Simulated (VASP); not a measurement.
Here is a VASP 6.6.1 calculation.

INCAR

```
SYSTEM = Ru
PREC = Accurate
ENCUT = 600
EDIFF = 1E-8
ISMEAR = -1
SIGMA = 0.05
LREAL = .FALSE.
LASPH = .TRUE.
NELM = 100
ALGO = Fast
ISIF = 3
LWAVE = .FALSE.
LCHARG = .FALSE.
GGA = PS
IBRION = 6
NFREE = 2
POTIM = 0.015
NSW = 1
```

File KPOINTS:

```
Automatic mesh
0
G
  8 8 5
  0 0 0
```

The input POSCAR:

```
Ru
1.0
    2.7058000000      0.0000000000      0.0000000000
   -1.3529000000      2.3432915376      0.0000000000
    0.0000000000      0.0000000000      4.2819000000
Ru
2
Direct
    0.6666666667      0.3333333333      0.7500000000
    0.3333333333      0.6666666667      0.2500000000
```

Potentials or basis: VASP PAW PBE potentials, release 64 (Ru_pv).

Command:

```sh
$ cat potpaw_PBE.64/Ru_pv/POTCAR > POTCAR
$ mpirun -np 1 vasp_std > vasp.out
```

Task: What does it give for the Voigt bulk modulus?

Result: 325 GPa.

Task: What does it give for the highest phonon frequency at Γ?

Result: 266 cm⁻¹.

Clamped-ion elastic tensor (GPa):
```
600 184 170   0   0   0
184 600 170   0   0   0
170 170 673   0   0   0
  0   0   0 203   0   0
  0   0   0   0 203   0
  0   0   0   0   0 208
```

Caveat: the cell is under stress, which shifts elastic constants; the PAW data sets were made with another functional, which shifts forces and pressure a little.
